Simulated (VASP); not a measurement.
Rh, 1 atom in the cell. It takes space group I4/mmm (No. 139, tetragonal). The conventional cell has a = 2.673 Å, b = 2.673 Å, c = 4.158 Å, α = 90.00°, β = 90.00°, γ = 90.00°. Rh (site symmetry 4/mmm) has 12 Rh at 2.67 to 2.81 Å within 3.5 Å.  This cell differs from its parent crystal: strain +0.1000 x Voigt [1, 0, 0, 0, 0, 0].

```yaml
Program: VASP 6.6.1
Task: single point
Functional: PBEsol
Potentials_or_basis: VASP PAW PBE potentials, release 64 (Rh_pv)
Cutoff: 520 eV
k_mesh: 28 × 28 × 28
Occupations: gaussian, width 0.15 eV
Spin: no spin polarisation
Dipole_correction: no
Further_INCAR_settings: ALGO = Fast; EDIFF = 1e-07; NBANDS = 14
```

Potentials or basis: VASP PAW PBE potentials, release 64 (Rh_pv).

Command:

```sh
$ cat potpaw_PBE.64/Rh_pv/POTCAR > POTCAR
$ mpirun -np 1 vasp_std > vasp.out
```

Hardware: 1 thread of Intel(R) Xeon(R) 6975P-C (Granite Rapids), on a shared host.

Q: Estimate the wall time of this run.

A: Wall time 2.4 min on 1 thread of Intel(R) Xeon(R) 6975P-C (Granite Rapids) (shared host), peak memory 0.4 GiB. Counts: scf iterations 12, k points 1639.
